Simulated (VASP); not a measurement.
# GaAs (I4/mmm) in VASP: notebook

The runs below take GaAs through single point, relaxation of cell and atoms, with PBE.

Everything below comes from runs of VASP 6.6.1. Logs are shortened: lines on timing, memory, paths and dates and some standing lists are left out, and cuts for length are marked.

## Step 1: The cell of the first run

Symmetry: I4/mmm, No. 139, tetragonal system. Conventional cell: a = 4.561 Å, b = 4.561 Å, c = 5.407 Å, α = 90.00°, β = 90.00°, γ = 90.00°. Within 3.6 Å of Ga (site symmetry 4/mmm) lie 6 As at 2.70 to 3.23 Å. Within 3.6 Å of As (site symmetry 4/mmm) lie 6 Ga at 2.70 to 3.23 Å.

## Step 2: Single point, PBE

File INCAR:

```
  PREC = Accurate
  ENCUT = 520
  EDIFF = 1E-6
  ISMEAR = 0
  SIGMA = 0.1
  LREAL = False
  LASPH = True
  NELM = 80
  ALGO = Normal
  ISIF = 2
  LWAVE = False
  LCHARG = True
  GGA = PE
  LELF = True
  LVHAR = True
  NBANDS = 16
```

File KPOINTS:

```
Automatic mesh
0
Gamma
  6 6 6
```

File POSCAR:

```
GaAs
1.0
   -2.2805513500      2.2805513500      2.7035885800
    2.2805513500     -2.2805513500      2.7035885800
    2.2805513500      2.2805513500     -2.7035885800
Ga As
1 1
Direct
    0.0000000000      0.0000000000      0.0000000000
    0.5000000000      0.5000000000      0.0000000000
```

Potentials or basis: VASP PAW PBE potentials, release 64 (Ga_d, As).

Started as:

```bash
cat potpaw_PBE.64/Ga_d/POTCAR potpaw_PBE.64/As/POTCAR > POTCAR
mpirun -np 1 vasp_std > vasp.out
```

OUTCAR:

```text
PREC = Accurate
   ENCUT = 520
   EDIFF = 1E-6
   ISMEAR = 0
   LREAL = False
   LASPH = True
   NELM = 80
   ISIF = 2
   GGA = PE

 ion  position               nearest neighbor table
   1  0.000  0.000  0.000-   2 2.70   2 2.70
   2  0.500  0.500  0.000-   1 2.70   1 2.70

  LATTYP: Found a body centered tetragonal cell.
 ALAT       =     4.5611027000
 C/A-ratio  =     1.1854977876

  Lattice vectors:

 A1 = (  -2.2805513500,   2.2805513500,   2.7035885800)
 A2 = (   2.2805513500,  -2.2805513500,   2.7035885800)
 A3 = (   2.2805513500,   2.2805513500,  -2.7035885800)

Analysis of symmetry for initial positions (statically):
=====================================================================
 Subroutine PRICEL returns:
 Original cell was already a primitive cell.

 Routine SETGRP: Setting up the symmetry group for a
 body centered tetragonal supercell.

 Subroutine GETGRP returns: Found 16 space group operations
 (whereof 16 operations were pure point group operations)
 out of a pool of 16 trial point group operations.

The static configuration has the point symmetry D_4h.

Analysis of symmetry for dynamics (positions and initial velocities):
=====================================================================
 Subroutine PRICEL returns:
 Original cell was already a primitive cell.

 Routine SETGRP: Setting up the symmetry group for a
 body centered tetragonal supercell.

 Subroutine GETGRP returns: Found 16 space group operations
 (whereof 16 operations were pure point group operations)
 out of a pool of 16 trial point group operations.

The dynamic configuration has the point symmetry D_4h.

 Subroutine INISYM returns: Found 16 space group operations
 (whereof 16 operations are pure point group operations),
 and found     1 'primitive' translations

----------------------------------------------------------------------------------------

                                     Primitive cell

  volume of cell :      56.2445

  direct lattice vectors                    reciprocal lattice vectors
    -2.280551350  2.280551350  2.703588580     0.000000000  0.219245228  0.184939382
     2.280551350 -2.280551350  2.703588580     0.219245228  0.000000000  0.184939382
     2.280551350  2.280551350 -2.703588580     0.219245228  0.219245228  0.000000000

  length of vectors
     4.208470046  4.208470046  4.208470046     0.286829295  0.286829295  0.310059574

  position of ions in fractional coordinates (direct lattice)
     0.000000000  0.000000000  0.000000000
     0.500000000  0.500000000  0.000000000

  ion indices of the primitive-cell ions
   primitive index   ion index
                 1           1
                 2           2

----------------------------------------------------------------------------------------

 KPOINTS: Automatic mesh

Automatic generation of k-mesh.
 Grid dimensions read from file:
 generate k-points for:    6    6    6

 Generating k-lattice:

  Cartesian coordinates                     Fractional coordinates (reciprocal lattice)
     0.000000000  0.036540871  0.030823230     0.166666667  0.000000000  0.000000000
     0.036540871  0.000000000  0.030823230     0.000000000  0.166666667  0.000000000
     0.036540871  0.036540871  0.000000000     0.000000000  0.000000000  0.166666667

  Length of vectors
     0.047804883  0.047804883  0.051676596

  Shift w.r.t. Gamma in fractional coordinates (k-lattice)
     0.000000000  0.000000000  0.000000000

 Subroutine IBZKPT returns following result:
 ===========================================

 Found     30 irreducible k-points:

 Following reciprocal coordinates:
            Coordinates               Weight
  0.000000  0.000000  0.000000      1.000000
  0.166667 -0.000000  0.000000      8.000000
  0.333333  0.000000  0.000000      8.000000
  0.500000 -0.000000  0.000000      4.000000
  0.166667  0.166667  0.000000      8.000000
  0.333333  0.166667  0.000000     16.000000
[... 16 lines left out ...]
 -0.333333 -0.333333  0.166667      8.000000
 -0.166667 -0.333333  0.166667      8.000000
 [... further k-points ...]
   k-points           NKPTS =     30   k-points in BZ     NKDIM =     30   number of bands    NBANDS=     16
   number of dos      NEDOS =    301   number of ions     NIONS =      2
   total plane-waves  NPLWV =  32768
   dimension x,y,z NGX =    32 NGY =   32 NGZ =   32
   dimension x,y,z NGXF=    64 NGYF=   64 NGZF=   64
   ions per type =               1   1
   NGX,Y,Z   is equivalent  to a cutoff of  12.64, 12.64, 12.64 a.u.
   NGXF,Y,Z  is equivalent  to a cutoff of  25.28, 25.28, 25.28 a.u.
 SYSTEM =  unknown system
   PREC   = accura    normal or accurate (medium, high low for compatibility)
   ISTART =      0    job   : 0-new  1-cont  2-samecut
   ICHARG =      2    charge: 1-file 2-atom 10-const
   ISPIN  =      1    spin polarized calculation?
   LNONCOLLINEAR =      F non collinear calculations
   LSORBIT =      F    spin-orbit coupling
   LASPH  =      T    aspherical Exc in radial PAW
   ENCUT  =  520.0 eV  38.22 Ry    6.18 a.u.   7.82  7.82  7.82*2*pi/ulx,y,z
   NELM   =     80;   NELMIN=  2; NELMDL= -5     # of ELM steps
   EDIFF  = 0.1E-05   stopping-criterion for ELM
   LREAL  =      F    real-space projection
   EDIFFG = 0.1E-04   stopping-criterion for IOM
   NSW    =      0    number of steps for IOM
   IBRION =     -1    ionic relax: 0-MD 1-quasi-New 2-CG
   NFREE  =      0    steps in history (QN), initial steepest desc. (CG)
   ISIF   =      2    stress and relaxation
   ISYM   =      2    0-nonsym 1-usesym 2-fastsym
   POTIM  = 0.5000    time-step for ionic-motion
   TEBEG  =    0.0;   TEEND  =   0.0 temperature during run
   PSTRESS=    0.0 pullay stress
   NELECT =      18.0000    total number of electrons
   NUPDOWN=      -1.0000    fix difference up-down
   EMIN   =  10.00;   EMAX   =-10.00  energy-range for DOS
   EFERMI =   0.00;   METHOD = LEGACY
   ISMEAR =     0;   SIGMA  =   0.10  broadening in eV -4-tet -1-fermi 0-gaus
   EFERMI_NEDOS =   21; number of points for ismear=-14 and -15
   IALGO  =     38    algorithm
   IMIX   =      4    mixing-type and parameters
     AMIX     =   0.40;   BMIX     =  1.00
     AMIX_MAG =   1.60;   BMIX_MAG =  1.00
  volume/ion in A,a.u.               =      28.12       189.78
  Fermi-wavevector in a.u.,A,eV,Ry     =   1.119796  2.116108 17.060930  1.253943
  Thomas-Fermi vector in A             =   2.256438
   LORBIT       =      0    0 simple, 1 ext, 2 COOP (PROOUT), +10 PAW based schemes
   GGA     = PE    functional components
   LHFCALC =     F    Hartree Fock is set to
   AEXX    =    0.0000 exact exchange contribution
   IVDW    =     0    specifies the selected vdW correction
   LEPSILON=     F    determine dielectric tensor
   LRPA    =     F    only Hartree local field effects (RPA)
 non-spin polarized calculation
 Gauss-broadening in eV      SIGMA  =   0.10
  energy-cutoff  :      520.00
  volume of cell :       56.24
 maximum number of plane-waves:      1543
   NGX = 15   NGY = 15   NGZ = 15

 number of electron      17.9999995 magnetization

 Free energy of the ion-electron system (eV)
  ---------------------------------------------------
  ext. energy  EPLUGINS =         0.00000000
  ---------------------------------------------------
  free energy    TOTEN  =        -6.83301204 eV

  energy without entropy =       -6.82599407  energy(sigma->0) =       -6.82950305

 E-fermi :   2.1698     XC(G=0):  -8.9608

 val. band max:        2.0904319689   @ k =   0.5000  -0.0000   0.0000
 cond. band min:       2.1804872928   @ k =   0.3333   0.0000   0.0000
 fundamental gap:      0.0900553238
 Fermi energy:         2.1697969101

 k-point     1 :       0.0000    0.0000    0.0000
  band No.  band energies     occupation
      1     -12.5382      2.00000
      2     -12.5324      2.00000
      3     -12.5293      2.00000
      4     -12.5057      2.00000
      5     -12.5057      2.00000
      6      -8.8839      2.00000
[... 8 lines left out ...]
     15       9.9189      0.00000
     16      10.2236      0.00000

 k-point     2 :       0.1667   -0.0000    0.0000
  band No.  band energies     occupation
      1     -12.5380      2.00000
      2     -12.5319      2.00000
      3     -12.5293      2.00000
      4     -12.5045      2.00000
      5     -12.5039      2.00000
      6      -8.6692      2.00000
[... 8 lines left out ...]
     15       9.8858      0.00000
     16      10.2673      0.00000

 k-point     3 :       0.3333    0.0000    0.0000
  band No.  band energies     occupation
      1     -12.5383      2.00000
      2     -12.5320      2.00000
      3     -12.5288      2.00000
      4     -12.5019      2.00000
      5     -12.4994      2.00000
      6      -8.1270      2.00000
[... 8 lines left out ...]
     15      11.7105      0.00000
     16      12.0106      0.00000

 k-point     4 :       0.5000   -0.0000    0.0000
  band No.  band energies     occupation
      1     -12.5388      2.00000
      2     -12.5324      2.00000
      3     -12.5284      2.00000
      4     -12.5006      2.00000
      5     -12.4967      2.00000
      6      -7.7516      2.00000
[... 8 lines left out ...]
     15      12.6563      0.00000
     16      14.5367      0.00000
[... 324 lines left out ...]
 k-point    22 :      -0.1667    0.5000    0.1667
  band No.  band energies     occupation
      1     -12.5426      2.00000
      2     -12.5358      2.00000
      3     -12.5314      2.00000
      4     -12.4982      2.00000
      5     -12.4955      2.00000
      6      -7.6048      2.00000
[... 8 lines left out ...]
     15      12.9204      0.00000
     16      14.1171      0.00000

 k-point    23 :      -0.3333   -0.3333    0.1667
  band No.  band energies     occupation
      1     -12.5470      2.00000
      2     -12.5332      2.00000
      3     -12.5328      2.00000
      4     -12.4971      2.00000
      5     -12.4950      2.00000
      6      -7.5636      2.00000
[... 8 lines left out ...]
     15      12.4340      0.00000
     16      13.4758      0.00000

 k-point    24 :      -0.1667   -0.3333    0.1667
  band No.  band energies     occupation
      1     -12.5347      2.00000
      2     -12.5334      2.00000
      3     -12.5321      2.00000
      4     -12.4996      2.00000
      5     -12.4985      2.00000
      6      -8.0066      2.00000
[... 8 lines left out ...]
     15      12.1252      0.00000
     16      12.5032      0.00000

 [... further k-points ...]
[... 5 lines left out ...]
  --------------------------------------------------------------------------------------
  -------------------------------------------------------------------------------------
  Total       -3.3656838     -3.3656838     -2.5652570      0.0000000      0.0000000      0.0000000
  in kB      -95.8746043    -95.8746043    -73.0737093      0.0000000      0.0000000      0.0000000
  external PRESSURE =     -88.2743060 kB  Pullay stress =       0.0000000 kB

 VOLUME and BASIS-vectors are now :
 -----------------------------------------------------------------------------
  energy-cutoff  :      520.00
  volume of cell :       56.24
      direct lattice vectors                 reciprocal lattice vectors
    -2.280551350  2.280551350  2.703588580     0.000000000  0.219245228  0.184939382
     2.280551350 -2.280551350  2.703588580     0.219245228  0.000000000  0.184939382
     2.280551350  2.280551350 -2.703588580     0.219245228  0.219245228  0.000000000

 POSITION                                       TOTAL-FORCE (eV/Angst)
 -----------------------------------------------------------------------------------
      0.00000      0.00000      0.00000         0.000000      0.000000     -0.000000
      0.00000      0.00000      2.70359        -0.000000     -0.000000      0.000000
 -----------------------------------------------------------------------------------
    total drift:                               -0.000000      0.000000     -0.000000

  FREE ENERGIE OF THE ION-ELECTRON SYSTEM (eV)
  ---------------------------------------------------
  free  energy   TOTEN  =        -6.8330120356 eV

  energy  without entropy=       -6.8259940676  energy(sigma->0) =       -6.82950305
```

Run time: 11 s. Hardware: 1 thread of AMD EPYC 9R45 (Zen 5), shared host; peak memory 0.15 GiB.

Results:

```
Free energy            : -6.8330 eV
Pressure               : -8.8 GPa
Band gap on the k mesh : zero (band 9 reaches 2.72 eV, above the bottom of band 10 at 0.22 eV)
```

## Step 3: Relaxation of cell and atoms, PBE

File INCAR:

```
PREC = Accurate ; ENCUT = 600
EDIFF = 1E-6 ; ISMEAR = 0
SIGMA = 0.1 ; LREAL = False
LASPH = True ; NELM = 100
ALGO = Normal ; ISIF = 3
LWAVE = False ; LCHARG = False
GGA = PE ; IBRION = 2
NSW = 90 ; EDIFFG = -0.04
```

KPOINTS is that of step 2.

POSCAR is that of step 2.

Potentials or basis: VASP PAW PBE potentials, release 64 (Ga_d, As).

Started as:

```bash
cat potpaw_PBE.64/Ga_d/POTCAR potpaw_PBE.64/As/POTCAR > POTCAR
mpirun -np 1 vasp_std > vasp.out
```

Wall time 1.8 min (1 thread of AMD EPYC 9R45 (Zen 5), shared host); peak memory 0.2 GiB.

It converged, with:

```yaml
Free_energy: -7.6338 eV
Relaxed_volume: 19.69 Å³/atom
Relaxed_cell: a = 3.819 Å, b = 3.819 Å, c = 3.819 Å, α = 120.00°, β = 120.00°, γ = 90.01°
Space_group_after_relaxing_to_0.05_Å: Fm-3m (No. 225)
Energy_gained_by_relaxing: 400.5 meV/atom
Ionic_steps: 12
Pressure_after_relaxing: -0.2 GPa
Band_gap_on_the_k_mesh: zero (band 9 reaches 5.82 eV, above the bottom of band 10 at 2.69 eV)
```

The path:
```
step  energy change (eV)  largest force (eV/Å)  pressure (GPa)  volume (Å³)
   1              0.0000                0.0000           -8.83        56.24
   2             -0.5475                0.0000           -3.69        44.54
   3             -0.6083                0.0000            0.13        41.23
   4             -0.7753                0.0000            4.00        37.29
   5             -0.7804                0.0000            3.08        37.78
   6             -0.7974                0.0000           -1.00        39.96
   7             -0.7990                0.0000           -0.18        39.47
   8             -0.7999                0.0000           -0.06        39.36
   9             -0.8007                0.0000            0.16        39.21
  10             -0.7997                0.0000            0.82        38.88
  11             -0.8008                0.0000            0.30        39.14
  12             -0.8010                0.0000           -0.17        39.38
```

Final structure:
```
Ga As
1.0
    -1.90951    1.90951    2.70019
     1.90951   -1.90951    2.70019
     1.90951    1.90951   -2.70019
Ga As
1 1
Cartesian
  0.0000 0.0000 0.0000
  0.0000 0.0000 2.7002
```

Levels at points of the mesh, in eV from the Fermi level:
```csv
k point,band 7,band 8,band 9,band 10,band 11,band 12
"(0.00, 0.00, 0.00)",-0.28,-0.05,-0.05,-0.05,7.20,7.44
"(0.50, 0.00, 0.00)",-7.66,0.15,0.15,2.54,2.84,2.84
"(0.50, 0.50, 0.00)",-5.52,-3.75,-2.60,-2.60,3.53,9.84
"(0.50, 0.50, 0.50)",-5.53,-3.76,-2.60,-2.60,3.53,9.84
```

Caveat: the volume moved by over 15 % at a fixed basis, so the end points are rough.
